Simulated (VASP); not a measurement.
# Li (R-3m) in VASP: relaxation of cell and atoms with PBE+D3(BJ)

Aim: the relaxation of cell and atoms of Li with PBE+D3(BJ).

Everything below comes from runs of VASP 6.6.1. Logs are shortened: lines on timing, memory, paths and dates and some standing lists are left out, and cuts for length are marked.

## 1. The cell of the first run

It takes space group R-3m (No. 166, trigonal). The conventional cell has a = 2.956 Å, b = 2.956 Å, c = 21.745 Å, α = 90.00°, β = 90.00°, γ = 120.00°. Within 3.9 Å of Li (site symmetry 3m) lie 12 Li at 2.96 Å. Li (site symmetry -3m) has 12 Li at 2.96 Å within 3.9 Å.

## 2. Relaxation of cell and atoms, PBE+D3(BJ)

INCAR

```
  PREC = Accurate
  ENCUT = 600
  EDIFF = 1E-6
  ISMEAR = 0
  SIGMA = 0.1
  LREAL = False
  LASPH = True
  NELM = 80
  ALGO = Fast
  ISIF = 3
  LWAVE = False
  LCHARG = False
  GGA = PE
  IVDW = 12
  IBRION = 2
  NSW = 100
  EDIFFG = -0.005
```

KPOINTS

```
regular mesh
0
Gamma
  18 18 18
```

POSCAR

```
Li
1.0
    1.4780453349      0.8533498720      7.2482421548
   -1.4780453349      0.8533498720      7.2482421548
    0.0000000000     -1.7066997440      7.2482421548
Li
3
Direct
    0.7777506342      0.7777506342      0.7777506342
    0.2222493658      0.2222493658      0.2222493658
    0.0000000000      0.0000000000      0.0000000000
```

Potentials or basis: VASP PAW PBE potentials, release 64 (Li_sv).

Run with:

```console
cat potpaw_PBE.64/Li_sv/POTCAR > POTCAR
mpirun -np 1 vasp_std > vasp.out
```

OUTCAR:

```text
PREC = Accurate
   ENCUT = 600
   EDIFF = 1E-6
   ISMEAR = 0
   LREAL = False
   LASPH = True
   NELM = 80
   ISIF = 3
   GGA = PE
   IVDW = 12
   IBRION = 2
   NSW = 100
   EDIFFG = -0.005
 IVDW          = 12

 ion  position               nearest neighbor table
   1  0.778  0.778  0.778-
   2  0.222  0.222  0.222-
   3  0.000  0.000  0.000-

  LATTYP: Found a trigonal (rhomboedric) cell.
 ALAT       =     7.4464648224
 COS(alpha) =     0.9212038095

  Lattice vectors:

 A1 = (   1.4780453349,   0.8533498720,   7.2482421548)
 A2 = (  -1.4780453349,   0.8533498720,   7.2482421548)
 A3 = (   0.0000000000,  -1.7066997440,   7.2482421548)

Analysis of symmetry for initial positions (statically):
=====================================================================
 Subroutine PRICEL returns:
 Original cell was already a primitive cell.

 Routine SETGRP: Setting up the symmetry group for a
 trigonal (rhombohedral) supercell.

 Subroutine GETGRP returns: Found 12 space group operations
 (whereof 12 operations were pure point group operations)
 out of a pool of 12 trial point group operations.

The static configuration has the point symmetry D_3d.

Analysis of symmetry for dynamics (positions and initial velocities):
=====================================================================
 Subroutine PRICEL returns:
 Original cell was already a primitive cell.

 Routine SETGRP: Setting up the symmetry group for a
 trigonal (rhombohedral) supercell.

 Subroutine GETGRP returns: Found 12 space group operations
 (whereof 12 operations were pure point group operations)
 out of a pool of 12 trial point group operations.

The dynamic configuration has the point symmetry D_3d.

 Subroutine INISYM returns: Found 12 space group operations
 (whereof 12 operations are pure point group operations),
 and found     1 'primitive' translations

----------------------------------------------------------------------------------------

                                     Primitive cell

  volume of cell :      54.8528

  direct lattice vectors                    reciprocal lattice vectors
     1.478045335  0.853349872  7.248242155     0.338284617  0.195308715  0.045988162
    -1.478045335  0.853349872  7.248242155    -0.338284617  0.195308715  0.045988162
     0.000000000 -1.706699744  7.248242155     0.000000000 -0.390617429  0.045988162

  length of vectors
     7.446464822  7.446464822  7.446464822     0.393315252  0.393315252  0.393315252

  position of ions in fractional coordinates (direct lattice)
     0.777750634  0.777750634  0.777750634
     0.222249366  0.222249366  0.222249366
     0.000000000  0.000000000  0.000000000

  ion indices of the primitive-cell ions
   primitive index   ion index
                 1           1
                 2           2
                 3           3

----------------------------------------------------------------------------------------

 KPOINTS: regular mesh

Automatic generation of k-mesh.
 Grid dimensions read from file:
 generate k-points for:   18   18   18

 Generating k-lattice:

  Cartesian coordinates                     Fractional coordinates (reciprocal lattice)
     0.018793590  0.010850484  0.002554898     0.055555556  0.000000000  0.000000000
    -0.018793590  0.010850484  0.002554898     0.000000000  0.055555556  0.000000000
     0.000000000 -0.021700968  0.002554898     0.000000000  0.000000000  0.055555556

  Length of vectors
     0.021850847  0.021850847  0.021850847

  Shift w.r.t. Gamma in fractional coordinates (k-lattice)
     0.000000000  0.000000000  0.000000000

 Subroutine IBZKPT returns following result:
 ===========================================

 Found    580 irreducible k-points:

 Following reciprocal coordinates:
            Coordinates               Weight
  0.000000  0.000000  0.000000      1.000000
  0.055556 -0.000000 -0.000000      6.000000
  0.111111 -0.000000 -0.000000      6.000000
  0.166667 -0.000000 -0.000000      6.000000
  0.222222 -0.000000 -0.000000      6.000000
  0.277778  0.000000  0.000000      6.000000
[... 16 lines left out ...]
 -0.277778  0.055556  0.000000     12.000000
 -0.222222  0.055556  0.000000     12.000000
 [... further k-points ...]
   k-points           NKPTS =    580   k-points in BZ     NKDIM =    580   number of bands    NBANDS=      8
   number of dos      NEDOS =    301   number of ions     NIONS =      3
   total plane-waves  NPLWV = 216000
   dimension x,y,z NGX =    60 NGY =   60 NGZ =   60
   dimension x,y,z NGXF=   120 NGYF=  120 NGZF=  120
   ions per type =               3
   NGX,Y,Z   is equivalent  to a cutoff of  13.40, 13.40, 13.40 a.u.
   NGXF,Y,Z  is equivalent  to a cutoff of  26.79, 26.79, 26.79 a.u.
 SYSTEM =  unknown system
   PREC   = accura    normal or accurate (medium, high low for compatibility)
   ISTART =      0    job   : 0-new  1-cont  2-samecut
   ICHARG =      2    charge: 1-file 2-atom 10-const
   ISPIN  =      1    spin polarized calculation?
   LNONCOLLINEAR =      F non collinear calculations
   LSORBIT =      F    spin-orbit coupling
   LASPH  =      T    aspherical Exc in radial PAW
   ENCUT  =  600.0 eV  44.10 Ry    6.64 a.u.  14.87 14.87 14.87*2*pi/ulx,y,z
   NELM   =     80;   NELMIN=  2; NELMDL= -5     # of ELM steps
   EDIFF  = 0.1E-05   stopping-criterion for ELM
   LREAL  =      F    real-space projection
   EDIFFG = -.5E-02   stopping-criterion for IOM
   NSW    =    100    number of steps for IOM
   IBRION =      2    ionic relax: 0-MD 1-quasi-New 2-CG
   NFREE  =      1    steps in history (QN), initial steepest desc. (CG)
   ISIF   =      3    stress and relaxation
   ISYM   =      2    0-nonsym 1-usesym 2-fastsym
   POTIM  = 0.5000    time-step for ionic-motion
   TEBEG  =    0.0;   TEEND  =   0.0 temperature during run
   PSTRESS=    0.0 pullay stress
   NELECT =       9.0000    total number of electrons
   NUPDOWN=      -1.0000    fix difference up-down
   EMIN   =  10.00;   EMAX   =-10.00  energy-range for DOS
   EFERMI =   0.00;   METHOD = LEGACY
   ISMEAR =     0;   SIGMA  =   0.10  broadening in eV -4-tet -1-fermi 0-gaus
   EFERMI_NEDOS =   21; number of points for ismear=-14 and -15
   IALGO  =     68    algorithm
   IMIX   =      4    mixing-type and parameters
     AMIX     =   0.40;   BMIX     =  1.00
     AMIX_MAG =   1.60;   BMIX_MAG =  1.00
  volume/ion in A,a.u.               =      18.28       123.39
  Fermi-wavevector in a.u.,A,eV,Ry     =   0.896237  1.693642 10.928747  0.803240
  Thomas-Fermi vector in A             =   2.018670
   LORBIT       =      0    0 simple, 1 ext, 2 COOP (PROOUT), +10 PAW based schemes
   GGA     = PE    functional components
   LHFCALC =     F    Hartree Fock is set to
   AEXX    =    0.0000 exact exchange contribution
   IVDW    =    12    specifies the selected vdW correction
   LEPSILON=     F    determine dielectric tensor
   LRPA    =     F    only Hartree local field effects (RPA)
 conjugate gradient relaxation of ions
 non-spin polarized calculation
 RMM-DIIS sequential band-by-band and
 Gauss-broadening in eV      SIGMA  =   0.10
  energy-cutoff  :      600.00
  volume of cell :       54.85
 maximum number of plane-waves:      1848
   NGX = 29   NGY = 29   NGZ = 29

--------------------------------------- Ionic step        1  -------------------------------------------

 number of electron       8.9999991 magnetization

 Free energy of the ion-electron system (eV)
  ---------------------------------------------------
  ext. energy  EPLUGINS =         0.00000000
  ---------------------------------------------------
  free energy    TOTEN  =        -5.69392555 eV

  energy without entropy =       -5.68748137  energy(sigma->0) =       -5.69070346

------------------------ aborting loop because EDIFF is reached ----------------------------------------

 Edisp (eV)   -0.56241

 E8    (eV) :    -0.2338

  FORCE on cell =-STRESS in cart. coord.  units (eV):
  Direction    XX          YY          ZZ          XY          YZ          ZX
  --------------------------------------------------------------------------------------
  -------------------------------------------------------------------------------------
  Total      -0.06531    -0.06531    -0.02569     0.00000     0.00000     0.00000
  in kB      -1.90763    -1.90763    -0.75023     0.00000     0.00000     0.00000
  external pressure =       -1.52 kB  Pullay stress =        0.00 kB
[... 63 lines left out ...]
  energy  without entropy=       -6.2500218130  energy(sigma->0) =       -6.25324005

--------------------------------------- Ionic step        3  -------------------------------------------

 number of electron       8.9999990 magnetization

 Free energy of the ion-electron system (eV)
  ---------------------------------------------------
  ext. energy  EPLUGINS =         0.00000000
  ---------------------------------------------------
  free energy    TOTEN  =        -5.68845502 eV

  energy without entropy =       -5.68204272  energy(sigma->0) =       -5.68524887

 E-fermi :   0.9534     XC(G=0):  -7.3260

 val. band max:        0.9510190106   @ k =  -0.2778   0.0556   0.0556
 cond. band min:       0.9547644142   @ k =  -0.2778  -0.3889   0.2222
 fundamental gap:      0.0037454036
 Fermi energy:         0.9534160820

 k-point     1 :       0.0000    0.0000    0.0000
  band No.  band energies     occupation
      1     -45.3799      2.00000
      2     -45.3593      2.00000
      3     -45.3590      2.00000
      4      -2.7468      2.00000
      5      -0.7264      2.00000
      6      -0.7256      2.00000
      7       7.1068      0.00000
      8       7.1114      0.00000
[... 243 lines left out ...]
 k-point    24 :      -0.2222    0.0556    0.0000
  band No.  band energies     occupation
      1     -45.3665      2.00000
      2     -45.3523      2.00000
      3     -45.3505      2.00000
      4      -1.6663      2.00000
      5       0.1976      2.00000
      6       0.6547      1.99998
      7       6.7660      0.00000
      8       7.9054      0.00000

 [... further k-points ...]

------------------------ aborting loop because EDIFF is reached ----------------------------------------

 Edisp (eV)   -0.56817

 E8    (eV) :    -0.2362

  FORCE on cell =-STRESS in cart. coord.  units (eV):
  Direction    XX          YY          ZZ          XY          YZ          ZX
  --------------------------------------------------------------------------------------
  -------------------------------------------------------------------------------------
  Total      -0.01207    -0.01207     0.00560     0.00000     0.00000     0.00000
  in kB      -0.35609    -0.35609     0.16524     0.00000     0.00000     0.00000
  external pressure =       -0.18 kB  Pullay stress =        0.00 kB
[... 18 lines left out ...]
  FREE ENERGIE OF THE ION-ELECTRON SYSTEM (eV)
  ---------------------------------------------------
  free  energy   TOTEN  =        -6.2566292875 eV

  energy  without entropy=       -6.2502169872  energy(sigma->0) =       -6.25342314

 reached required accuracy - stopping structural energy minimisation
```

Wall time 27 min (1 thread of Intel Xeon 6975P-C (Granite Rapids), shared host); peak memory 0.63 GiB.

What came out:

```
Free energy                           : -6.2566 eV
Relaxed volume                        : 18.10 Å³/atom
Relaxed cell                          : a = 7.433 Å, b = 7.433 Å, c = 7.433 Å, α = 22.84°, β = 22.84°, γ = 22.84°
Space group after relaxing (to 0.1 Å) : R-3m (No. 166)
Energy gained by relaxing             : 0.1 meV/atom
Ionic steps                           : 3
Pressure after relaxing               : 0.0 GPa
Band gap on the k mesh                : zero (an odd number of electrons rules out a gap without spin polarisation)
Dispersion energy per atom            : -0.189 eV
```

The path:
| step | energy change (eV) | largest force (eV/Å) | pressure (GPa) | volume (Å³) |
| --- | --- | --- | --- | --- |
| 1 | 0.0000 | 0.0007 | -0.15 | 54.85 |
| 2 | -0.0001 | 0.0006 | -0.12 | 54.72 |
| 3 | -0.0003 | 0.0004 | -0.02 | 54.30 |

Final structure:
```cif
data_structure
_symmetry_space_group_name_H-M 'P 1'
_symmetry_Int_Tables_number 1
_cell_length_a 7.4332
_cell_length_b 7.4332
_cell_length_c 7.4332
_cell_angle_alpha 22.841
_cell_angle_beta 22.841
_cell_angle_gamma 22.841
_cell_volume 54.30
loop_
_atom_site_label
_atom_site_type_symbol
_atom_site_fract_x
_atom_site_fract_y
_atom_site_fract_z
_atom_site_occupancy
Li1 Li 0.77776 0.77776 0.77776 1
Li2 Li 0.22224 0.22224 0.22224 1
Li3 Li 0.00000 0.00000 0.00000 1
```

Caveat: the cutoff is under 1.25 times the usual one of these potentials, so pressure, stress and relaxed cells hold a basis-set (Pulay) error.
